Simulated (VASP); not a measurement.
Wanted: the native input for a VASP 6.6.1 run.

```
Task                   : single point
Functional             : PBEsol
Dispersion             : D4
Potentials or basis    : VASP PAW PBE potentials, release 64 (Sn_d)
Cutoff                 : 520 eV
k mesh                 : 7 × 7 × 7
Occupations            : fermi-dirac, width 0.05 eV
Spin                   : no spin polarisation
Dipole correction      : no
Further INCAR settings : ALGO = Normal; EDIFF = 1e-06; NBANDS = 21
```

The structure of Sn lies in POSCAR:

```
Sn
1.0
    0.0000000000      3.2491458932      3.2491458932
    3.2491458932      0.0000000000      3.2491458932
    3.2491458932      3.2491458932      0.0000000000
Sn
2
Direct
    0.7500000000      0.7500000000      0.7500000000
    0.5000000000      0.5000000000      0.5000000000
```

The input as run:

INCAR

```
SYSTEM = Sn
PREC = Accurate
ENCUT = 520
EDIFF = 1E-6
ISMEAR = -1
SIGMA = 0.05
LREAL = .False.
LASPH = .True.
NELM = 80
ALGO = Normal
ISIF = 2
LWAVE = .False.
LCHARG = .True.
GGA = PS
IVDW = 13
LELF = .True.
LVHAR = .True.
NBANDS = 21
```

KPOINTS

```
regular mesh
0
Gamma
  7 7 7
  0 0 0
```

Potentials or basis: VASP PAW PBE potentials, release 64 (Sn_d).

Run with:

```sh
$ cat potpaw_PBE.64/Sn_d/POTCAR > POTCAR
$ mpirun -np 1 vasp_std > vasp.out
```

It gave:

```
Pressure                   : -0.1 GPa
Band gap on the k mesh     : zero (band 14 reaches 5.54 eV, above the bottom of band 15 at 5.41 eV)
Dispersion energy per atom : -0.199 eV
```

Caveat: the PAW data sets were made with another functional, which shifts forces and pressure a little; spin-orbit coupling is left out, which moves the levels of the heavy elements; pairwise dispersion overbinds metals, which lowers pressure and volume.

Run time: 14 s on 1 thread of Intel(R) Xeon(R) 6975P-C (Granite Rapids), on a shared host, peak memory 0.2 GiB.
